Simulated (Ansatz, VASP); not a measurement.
**One calculation of V, two programs**

File INCAR:

```
  PREC = Accurate
  ENCUT = 520
  EDIFF = 1E-7
  ISMEAR = -1
  SIGMA = 0.1
  LREAL = False
  LASPH = True
  NELM = 80
  ALGO = Normal
  ISIF = 2
  LWAVE = False
  LCHARG = False
  GGA = PS
  NBANDS = 20
```

KPOINTS

```
regular mesh
0
Gamma
  23 23 11
```

File POSCAR:

```
V
1.0
    2.5057533180      0.0000000000      0.0000000000
   -1.2528766590      2.1700460290      0.0000000000
    0.0000000000      0.0000000000      4.5134688402
V
2
Direct
    0.3333333333      0.6666666667      0.2500000000
    0.6666666667      0.3333333333      0.7500000000
```

Input for Ansatz:

```yaml
crystal:
  lattice:
    - [2.505753318, 0.0, 0.0]
    - [-1.252876659, 2.170046029, 0.0]
    - [0.0, 0.0, 4.5134688402]
  atoms:
    - { symbol: V, position: [0.3333333333, 0.6666666667, 0.25] }
    - { symbol: V, position: [0.6666666667, 0.3333333333, 0.75] }
hamiltonian:
  xc: pbesol
  pseudopotentials:
    kind: paw
    azcp:
      V: "pseudopotentials/V.paw.azcp"
basis:
  ecutwfc: 420
  fft_grid_basis: typed
kpoints:
  mp_grid: { grid: [23, 23, 11], shift: [0, 0, 0] }
magnetization:
  spin_polarized: false
scf:
  occupations: { method: fermi_dirac, width: 0.1 }
output:
  stress: true
```

Alike in both runs: task single point; functional PBEsol; k mesh 23 × 23 × 11; occupations fermi-dirac, width 0.1 eV; no spin polarisation.

|  | VASP | Ansatz |
| --- | --- | --- |
| version | VASP 6.6.1 | Ansatz 0.2.0 |
| potentials or method | VASP PAW PBE potentials, release 64 (V_sv), cutoff 520 eV | plane waves (420 eV) with PAW, scalar-relativistic |
| valence electrons in the cell | 26 | 26 |

|  | VASP | Ansatz | Ansatz less VASP |
| --- | --- | --- | --- |
| pressure (GPa) | 18.5 | 18.2 | -0.28 |
| traceless stress, the component that is largest in VASP (GPa) | 0.25 | 0.26 | +0.016 |

VASP's potentials were made for PBE, not for PBEsol, and Ansatz warns of the same on its side.
